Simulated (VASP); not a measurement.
# AgBr2 (P-4m2) in VASP: notebook

The runs below take AgBr2 through single point, relaxation of cell and atoms, with PBE.

Program: VASP 6.6.1. These are calculated values, not measurements. Logs are shortened: lines on timing, memory, paths and dates and some standing lists are left out, and cuts for length are marked.

## Step 1: The cell of the first run

The structure is tetragonal, space group P-4m2 (No. 115). Conventional cell: a = 3.967 Å, b = 3.967 Å, c = 6.184 Å, α = 90.00°, β = 90.00°, γ = 90.00°. Within 3.4 Å of Ag (site symmetry -4m2) lie 4 Br at 2.59 Å. Within 3.4 Å of Br (site symmetry 2mm) lie 2 Ag at 2.59 Å.

## Step 2: Single point, PBE (atoms taken out)

The input, INCAR:

```
SYSTEM = AgBr2
ALGO = Normal
EDIFF = 1E-6
ENCUT = 520
GGA = PE
ISIF = 2
ISMEAR = 0
LASPH = .True.
LCHARG = .False.
LREAL = .False.
LWAVE = .False.
NBANDS = 20
NELM = 80
PREC = Accurate
SIGMA = 0.1
```

The input, KPOINTS:

```
k-points
0
Gamma
  4 4 4
  0 0 0
```

The input, POSCAR:

```
AgBr2
1.0
    3.9671581206      0.0000000000      0.0000000000
    0.0000000000      3.9671581206      0.0000000000
    0.0000000000      0.0000000000      6.1842606596
Ag Br
1 2
Direct
    0.0000000000      0.0000000000      0.0000000000
    0.5000000000      0.0000000000      0.2705256199
    0.0000000000      0.5000000000      0.7294743801
```

Potentials or basis: VASP PAW PBE potentials, release 64 (Ag, Br).

Started as:

```bash
$ cat potpaw_PBE.64/Ag/POTCAR potpaw_PBE.64/Br/POTCAR > POTCAR
$ mpirun -np 1 vasp_std > vasp.out
```

OUTCAR:

```text
SYSTEM = AgBr2
   EDIFF = 1E-6
   ENCUT = 520
   GGA = PE
   ISIF = 2
   ISMEAR = 0
   LASPH = .True.
   LREAL = .False.
   NELM = 80
   PREC = Accurate

 ion  position               nearest neighbor table
   1  0.000  0.000  0.000-   2 2.59   3 2.59   3 2.59   2 2.59
   2  0.500  0.000  0.271-   1 2.59   1 2.59
   3  0.000  0.500  0.729-   1 2.59   1 2.59

  LATTYP: Found a simple tetragonal cell.
 ALAT       =     3.9671581206
 C/A-ratio  =     1.5588641722

  Lattice vectors:

 A1 = (   3.9671581206,   0.0000000000,   0.0000000000)
 A2 = (   0.0000000000,   3.9671581206,   0.0000000000)
 A3 = (   0.0000000000,   0.0000000000,   6.1842606596)

Analysis of symmetry for initial positions (statically):
=====================================================================
 Subroutine PRICEL returns:
 Original cell was already a primitive cell.

 Routine SETGRP: Setting up the symmetry group for a
 simple tetragonal supercell.

 Subroutine GETGRP returns: Found  8 space group operations
 (whereof  8 operations were pure point group operations)
 out of a pool of 16 trial point group operations.

The static configuration has the point symmetry D_2d.

Analysis of symmetry for dynamics (positions and initial velocities):
=====================================================================
 Subroutine PRICEL returns:
 Original cell was already a primitive cell.

 Routine SETGRP: Setting up the symmetry group for a
 simple tetragonal supercell.

 Subroutine GETGRP returns: Found  8 space group operations
 (whereof  8 operations were pure point group operations)
 out of a pool of 16 trial point group operations.

The dynamic configuration has the point symmetry D_2d.

 Subroutine INISYM returns: Found  8 space group operations
 (whereof  8 operations are pure point group operations),
 and found     1 'primitive' translations

----------------------------------------------------------------------------------------

                                     Primitive cell

  volume of cell :      97.3300

  direct lattice vectors                    reciprocal lattice vectors
     3.967158121  0.000000000  0.000000000     0.252069610  0.000000000  0.000000000
[... 75 lines left out ...]
   ISPIN  =      1    spin polarized calculation?
   LNONCOLLINEAR =      F non collinear calculations
   LSORBIT =      F    spin-orbit coupling
   LASPH  =      T    aspherical Exc in radial PAW
   ENCUT  =  520.0 eV  38.22 Ry    6.18 a.u.   7.38  7.38 11.50*2*pi/ulx,y,z
   NELM   =     80;   NELMIN=  2; NELMDL= -5     # of ELM steps
   EDIFF  = 0.1E-05   stopping-criterion for ELM
   LREAL  =      F    real-space projection
   EDIFFG = 0.1E-04   stopping-criterion for IOM
   NSW    =      0    number of steps for IOM
   IBRION =     -1    ionic relax: 0-MD 1-quasi-New 2-CG
   NFREE  =      0    steps in history (QN), initial steepest desc. (CG)
   ISIF   =      2    stress and relaxation
   ISYM   =      2    0-nonsym 1-usesym 2-fastsym
   POTIM  = 0.5000    time-step for ionic-motion
   TEBEG  =    0.0;   TEEND  =   0.0 temperature during run
   PSTRESS=    0.0 pullay stress
   NELECT =      25.0000    total number of electrons
   NUPDOWN=      -1.0000    fix difference up-down
   EMIN   =  10.00;   EMAX   =-10.00  energy-range for DOS
   EFERMI =   0.00;   METHOD = LEGACY
   ISMEAR =     0;   SIGMA  =   0.10  broadening in eV -4-tet -1-fermi 0-gaus
   EFERMI_NEDOS =   21; number of points for ismear=-14 and -15
   IALGO  =     38    algorithm
   IMIX   =      4    mixing-type and parameters
     AMIX     =   0.40;   BMIX     =  1.00
     AMIX_MAG =   1.60;   BMIX_MAG =  1.00
  volume/ion in A,a.u.               =      32.44       218.94
  Fermi-wavevector in a.u.,A,eV,Ry     =   1.040653  1.966549 14.734544  1.082958
  Thomas-Fermi vector in A             =   2.175238
   LORBIT       =      0    0 simple, 1 ext, 2 COOP (PROOUT), +10 PAW based schemes
   GGA     = PE    functional components
   LHFCALC =     F    Hartree Fock is set to
   AEXX    =    0.0000 exact exchange contribution
   IVDW    =     0    specifies the selected vdW correction
   LEPSILON=     F    determine dielectric tensor
   LRPA    =     F    only Hartree local field effects (RPA)
 non-spin polarized calculation
 Gauss-broadening in eV      SIGMA  =   0.10
  energy-cutoff  :      520.00
  volume of cell :       97.33
 maximum number of plane-waves:      2659
 NGX is ok and might be reduce to    30
   NGX = 15   NGY = 15   NGZ = 23

 number of electron      25.0000002 magnetization

 Free energy of the ion-electron system (eV)
  ---------------------------------------------------
  ext. energy  EPLUGINS =         0.00000000
  ---------------------------------------------------
  free energy    TOTEN  =        -6.38316765 eV

  energy without entropy =       -6.35824761  energy(sigma->0) =       -6.37070763

 E-fermi :   0.0792     XC(G=0):  -8.1111

 val. band max:        0.0478106249   @ k =   0.2500   0.0000   0.2500
 cond. band min:       0.1152663750   @ k =   0.0000   0.0000   0.0000
 fundamental gap:      0.0674557501
 Fermi energy:         0.0791909780

 k-point     1 :       0.0000    0.0000    0.0000
  band No.  band energies     occupation
      1     -13.9171      2.00000
      2     -13.5676      2.00000
      3      -3.7276      2.00000
      4      -3.7276      2.00000
      5      -3.6071      2.00000
      6      -3.4198      2.00000
[... 403 lines left out ...]
     19       9.5629      0.00000
     20       9.5629      0.00000

------------------------ aborting loop because EDIFF is reached ----------------------------------------

  FORCE on cell =-STRESS in cart. coord.  units (eV):
  Direction    XX          YY          ZZ          XY          YZ          ZX
  --------------------------------------------------------------------------------------
  -------------------------------------------------------------------------------------
  Total        0.0459838      0.0459838      0.2084191      0.0000000      0.0000000      0.0000000
  in kB        0.7569530      0.7569530      3.4308471      0.0000000      0.0000000      0.0000000
  external PRESSURE =       1.6482511 kB  Pullay stress =       0.0000000 kB

 VOLUME and BASIS-vectors are now :
 -----------------------------------------------------------------------------
  energy-cutoff  :      520.00
  volume of cell :       97.33
      direct lattice vectors                 reciprocal lattice vectors
     3.967158121  0.000000000  0.000000000     0.252069610  0.000000000  0.000000000
     0.000000000  3.967158121  0.000000000     0.000000000  0.252069610  0.000000000
     0.000000000  0.000000000  6.184260660     0.000000000  0.000000000  0.161700817

 POSITION                                       TOTAL-FORCE (eV/Angst)
 -----------------------------------------------------------------------------------
      0.00000      0.00000      0.00000         0.000000      0.000000      0.000000
      1.98358      0.00000      1.67300         0.000000      0.000000     -0.006320
      0.00000      1.98358      4.51126         0.000000      0.000000      0.006320
 -----------------------------------------------------------------------------------
    total drift:                                0.000000      0.000000      0.000000

  FREE ENERGIE OF THE ION-ELECTRON SYSTEM (eV)
  ---------------------------------------------------
  free  energy   TOTEN  =        -6.3831676482 eV

  energy  without entropy=       -6.3582476140  energy(sigma->0) =       -6.37070763
```

OSZICAR:

```text
N       E                     dE             d eps       ncg     rms          rms(c)
DAV:   1     0.150418621406E+03    0.15042E+03   -0.10691E+04   736   0.104E+03
DAV:   2     0.229974081462E+01   -0.14812E+03   -0.14300E+03   872   0.217E+02
DAV:   3    -0.695051472077E+01   -0.92503E+01   -0.91411E+01   900   0.556E+01
DAV:   4    -0.704131664643E+01   -0.90802E-01   -0.90768E-01   800   0.615E+00
DAV:   5    -0.704225384981E+01   -0.93720E-03   -0.93719E-03   892   0.626E-01    0.746E+00
DAV:   6    -0.643531882084E+01    0.60694E+00   -0.26883E+00   752   0.240E+01    0.731E+00
DAV:   7    -0.639151468581E+01    0.43804E-01   -0.48183E-01   776   0.695E+00    0.378E+00
DAV:   8    -0.638496132333E+01    0.65534E-02   -0.61905E-02   760   0.280E+00    0.735E-01
DAV:   9    -0.638316546480E+01    0.17959E-02   -0.15941E-02   832   0.146E+00    0.243E-01
DAV:  10    -0.638313187569E+01    0.33589E-04   -0.10979E-03   784   0.179E-01    0.779E-02
DAV:  11    -0.638315616242E+01   -0.24287E-04   -0.15353E-04   788   0.144E-01    0.139E-02
DAV:  12    -0.638316472675E+01   -0.85643E-05   -0.30658E-05   804   0.337E-02    0.110E-02
DAV:  13    -0.638316714371E+01   -0.24170E-05   -0.31782E-06   696   0.163E-02    0.341E-03
DAV:  14    -0.638316764816E+01   -0.50446E-06   -0.93675E-07   648   0.695E-03
   1 F= -.63831676E+01 E0= -.63707076E+01  d E =-.249200E-01
```

It took 19 s on 1 thread of Intel Xeon Platinum 8488C (Sapphire Rapids), shared host; peak memory 0.2 GiB.

What came out:

| Item | Value |
| --- | --- |
| Free energy | -6.3832 eV |
| Pressure | 0.2 GPa |
| Largest force | 0.006 eV/Å |
| Band gap on the k mesh | zero (an odd number of electrons rules out a gap without spin polarisation) |

Forces in eV/Å, atoms in the order of the input:
```
Ag   0.000  0.000  0.000
Br   0.000  0.000 -0.006
Br   0.000  0.000  0.006
```

Caveat: the k points lie up to 0.40 Å⁻¹ apart, too coarse for converged energies and pressures of a metal; the cell differs from its parent crystal (atoms taken out); an odd number of electrons without spin polarisation forces a metal; a magnetic or distorted state may lie lower.

## Step 3: Single point, PBE (atoms taken out)

The input, INCAR:

```
  ALGO = Normal
  EDIFF = 1E-6
  ENCUT = 520
  GGA = PE
  ISIF = 2
  ISMEAR = 0
  LASPH = True
  LCHARG = False
  LREAL = False
  LWAVE = False
  NBANDS = 20
  NELM = 60
  PREC = Accurate
  SIGMA = 0.1
```

The input, KPOINTS:

```
k-points
0
Gamma
  4 4 4
```

The input, POSCAR:

```
AgBr2
1.0
    4.4352094300      0.0000000000      0.0000000000
    0.0000000000      4.4352094300      0.0000000000
    0.0000000000      0.0000000000      6.2723333200
Ag Br
1 2
Direct
    0.0000000000      0.0000000000      0.0000000000
    0.5000000000      0.0000000000      0.2500000000
    0.0000000000      0.5000000000      0.7500000000
```

Potentials or basis: VASP PAW PBE potentials, release 64 (Ag, Br).

Started as:

```bash
$ cat potpaw_PBE.64/Ag/POTCAR potpaw_PBE.64/Br/POTCAR > POTCAR
$ mpirun -np 1 vasp_std > vasp.out
```

Run time: 25 s. Hardware: 1 thread of Intel Xeon Platinum 8488C (Sapphire Rapids), shared host; peak memory 0.25 GiB.

It converged, with:

```yaml
Free_energy: -6.2054 eV
Pressure: -2.5 GPa
Largest_force: 0.477 eV/Å
Band_gap_on_the_k_mesh: zero (an odd number of electrons rules out a gap without spin polarisation)
```

Forces in eV/Å, atoms in the order of the input:
```
Ag   0.000  0.000  0.000
Br   0.000  0.000 -0.477
Br   0.000  0.000  0.477
```

Stress tensor (GPa, compression positive):
```
-2.60  0.00  0.00
 0.00 -2.60  0.00
 0.00  0.00 -2.17
```

Levels at points of the mesh, in eV from the Fermi level:
```
           k point  band 11  band 12  band 13  band 14  band 15  band 16
(0.00, 0.00, 0.00)     0.22     0.22     0.22     3.15     5.93     7.60
(0.50, 0.00, 0.00)    -0.38    -0.23    -0.16     4.84     7.11     7.84
(0.50, 0.50, 0.00)    -0.86    -0.77    -0.68     5.53     6.22     6.22
(0.00, 0.00, 0.50)    -0.21     0.07     0.07     4.20     5.62     8.31
(0.50, 0.00, 0.50)    -0.23    -0.13    -0.04     4.34     6.83     8.17
(0.50, 0.50, 0.50)    -0.96    -0.96    -0.51     5.96     7.20     7.20
```

Caveat: the cell differs from its parent crystal (atoms taken out); this functional lacks dispersion, which binds the layers, so the pressure and a relaxed spacing across them are unreliable; an odd number of electrons without spin polarisation forces a metal; a magnetic or distorted state may lie lower.

## Step 4: Relaxation of cell and atoms, PBE (atoms taken out)

The input, INCAR:

```
PREC = Accurate
ENCUT = 600
EDIFF = 1E-7
ISMEAR = 0
SIGMA = 0.1
LREAL = F
LASPH = T
NELM = 100
ALGO = Normal
ISIF = 3
LWAVE = F
LCHARG = F
GGA = PE
IBRION = 2
NSW = 90
EDIFFG = -0.04
```

The input, KPOINTS:

```
regular mesh
0
Gamma
  4 4 4
```

POSCAR is that of step 3.

Potentials or basis: VASP PAW PBE potentials, release 64 (Ag, Br).

Started as:

```bash
$ cat potpaw_PBE.64/Ag/POTCAR potpaw_PBE.64/Br/POTCAR > POTCAR
$ mpirun -np 1 vasp_std > vasp.out
```

OUTCAR:

```text
PREC = Accurate
   ENCUT = 600
   EDIFF = 1E-7
   ISMEAR = 0
   LREAL = F
   LASPH = T
   NELM = 100
   ISIF = 3
   GGA = PE
   IBRION = 2
   NSW = 90
   EDIFFG = -0.04

 ion  position               nearest neighbor table
   1  0.000  0.000  0.000-   2 2.72   3 2.72   3 2.72   2 2.72
   2  0.500  0.000  0.250-   1 2.72   1 2.72
   3  0.000  0.500  0.750-   1 2.72   1 2.72

  LATTYP: Found a simple tetragonal cell.
 ALAT       =     4.4352094300
 C/A-ratio  =     1.4142135606

  Lattice vectors:

 A1 = (   4.4352094300,   0.0000000000,   0.0000000000)
 A2 = (   0.0000000000,   4.4352094300,   0.0000000000)
 A3 = (   0.0000000000,   0.0000000000,   6.2723333200)

Analysis of symmetry for initial positions (statically):
=====================================================================
 Subroutine PRICEL returns:
[... 286 lines left out ...]
 cond. band min:       0.0693600390   @ k =   0.5000   0.0000   0.0000
 fundamental gap:      0.1417395745
 Fermi energy:         0.0000392110

 k-point     1 :       0.0000    0.0000    0.0000
  band No.  band energies     occupation
      1     -14.1476      2.00000
      2     -13.9354      2.00000
      3      -3.7462      2.00000
      4      -3.6476      2.00000
      5      -3.6472      2.00000
      6      -3.6472      2.00000
[... 404 lines left out ...]
--------------------------------------- Ionic step       20  -------------------------------------------

 number of electron      24.9999993 magnetization

 Free energy of the ion-electron system (eV)
  ---------------------------------------------------
  ext. energy  EPLUGINS =         0.00000000
  ---------------------------------------------------
  free energy    TOTEN  =        -6.40776604 eV

  energy without entropy =       -6.39877590  energy(sigma->0) =       -6.40327097

 E-fermi :  -0.2491     XC(G=0):  -7.7494

 val. band max:       -0.3169174074   @ k =   0.5000   0.0000   0.0000
 cond. band min:      -0.1815909186   @ k =   0.5000   0.0000   0.0000
 fundamental gap:      0.1353264889
 Fermi energy:        -0.2490915291

 k-point     1 :       0.0000    0.0000    0.0000
  band No.  band energies     occupation
      1     -14.4005      2.00000
      2     -14.2207      2.00000
      3      -3.9627      2.00000
      4      -3.9173      2.00000
      5      -3.8602      2.00000
      6      -3.8602      2.00000
[... 361 lines left out ...]
  FREE ENERGIE OF THE ION-ELECTRON SYSTEM (eV)
  ---------------------------------------------------
  free  energy   TOTEN  =        -6.4077660443 eV

  energy  without entropy=       -6.3987758974  energy(sigma->0) =       -6.40327097

 reached required accuracy - stopping structural energy minimisation
```

Run time: 7.2 min. Hardware: 1 thread of Intel Xeon Platinum 8488C (Sapphire Rapids), shared host; peak memory 0.28 GiB.

Results:

- Free energy: -6.4078 eV
- Relaxed volume: 34.57 Å³/atom
- Relaxed cell: a = 3.690 Å, b = 3.690 Å, c = 7.616 Å, α = 90.00°, β = 90.00°, γ = 90.00°
- Space group after relaxing (to 0.1 Å): P-4m2 (No. 115)
- Energy gained by relaxing: 67.6 meV/atom
- Ionic steps: 20
- Pressure after relaxing: 0.1 GPa
- Largest force after relaxing: 0.023 eV/Å
- Band gap on the k mesh: zero (an odd number of electrons rules out a gap without spin polarisation)

Forces in eV/Å, atoms in the order of the input:
```
Ag   0.000  0.000  0.000
Br   0.000  0.000 -0.023
Br   0.000  0.000  0.023
```

The path:
```
step  energy change (eV)  largest force (eV/Å)  pressure (GPa)  volume (Å³)
   1              0.0000                0.4776           -2.46       123.38
   2             -0.1343                0.0877           -0.85       112.46
   3             -0.1448                0.0813           -0.08       109.14
   4             -0.1448                0.0966           -0.01       108.86
   5             -0.1473                0.0956           -0.01       108.56
   6             -0.1550                0.0915           -0.01       107.62
   7             -0.1699                0.0697           -0.04       105.69
   8             -0.1879                0.0525           -0.21       101.58
   9             -0.1889                0.0875           -0.27       100.50
  10             -0.1887                0.0451            0.50        97.26
  11             -0.1905                0.0243            0.09        98.91
  12             -0.1915                0.0309            0.08        98.89
  13             -0.1940                0.0495            0.05        98.80
  14             -0.1969                0.0732            0.01        98.42
  15             -0.1986                0.0261            0.20        98.54
  16             -0.1990                0.0153            0.36        98.64
  17             -0.1995                0.0133            0.34        98.87
  18             -0.2006                0.0072            0.29        99.57
  19             -0.2021                0.0038            0.20       100.96
  20             -0.2027                0.0229            0.07       103.70
```

Final structure:
```cif
data_structure
_symmetry_space_group_name_H-M 'P 1'
_symmetry_Int_Tables_number 1
_cell_length_a 3.6899
_cell_length_b 3.6899
_cell_length_c 7.6159
_cell_angle_alpha 90.000
_cell_angle_beta 90.000
_cell_angle_gamma 90.000
_cell_volume 103.70
loop_
_atom_site_label
_atom_site_type_symbol
_atom_site_fract_x
_atom_site_fract_y
_atom_site_fract_z
_atom_site_occupancy
Ag1 Ag 0.00000 0.00000 0.00000 1
Br1 Br 0.50000 0.00000 0.24182 1
Br2 Br 0.00000 0.50000 0.75818 1
```

Caveat: the cell differs from its parent crystal (atoms taken out); the volume moved by over 15 % at a fixed basis, so the end points are rough; this functional lacks dispersion, which binds the layers, so the pressure and a relaxed spacing across them are unreliable; an odd number of electrons without spin polarisation forces a metal; a magnetic or distorted state may lie lower.

(Part 1 of 2 ends here.)
